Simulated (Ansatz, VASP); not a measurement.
# Two plane-wave programs on Ag

```xyz
1
Lattice="0.0000 1.9614 1.9614 1.9614 0.0000 1.9614 1.9614 1.9614 0.0000" Properties=species:S:1:pos:R:3 pbc="T T T"
Ag    0.0000    0.0000    0.0000
```

Change from the starting cell: strain -0.040 along x and y, -0.040 along z, atoms carried along.

Alike in both runs: task single point; functional PBEsol; k mesh 20 × 20 × 20; occupations gaussian, width 0.15 eV; no spin polarisation.

|  | VASP | Ansatz |
| --- | --- | --- |
| version | VASP 6.6.1 | Ansatz 0.2.0 |
| potentials or method | VASP PAW PBE potentials, release 64 (Ag), cutoff 520 eV | scalar-relativistic, plane waves, PAW |
| valence electrons in the cell | 11 | 19 |

VASP gave:

```
gap on the k mesh at the Fermi level (eV) : none
pressure (GPa)                            : 15.2
```

**Question.** What did Ansatz give for the same quantities?

**Answer.** gap on the k mesh at the Fermi level (eV): none; pressure (GPa): 15.6.

VASP's potentials were made for PBE, not for PBEsol. A gap of «none» marks a metal or a gap that the smearing closes. With one functional, cell and mesh, what is left measures potentials, basis and numerics. VASP's potentials hold 11 valence electrons a cell and Ansatz's 19, so a difference there can come from the potentials and not from the codes.
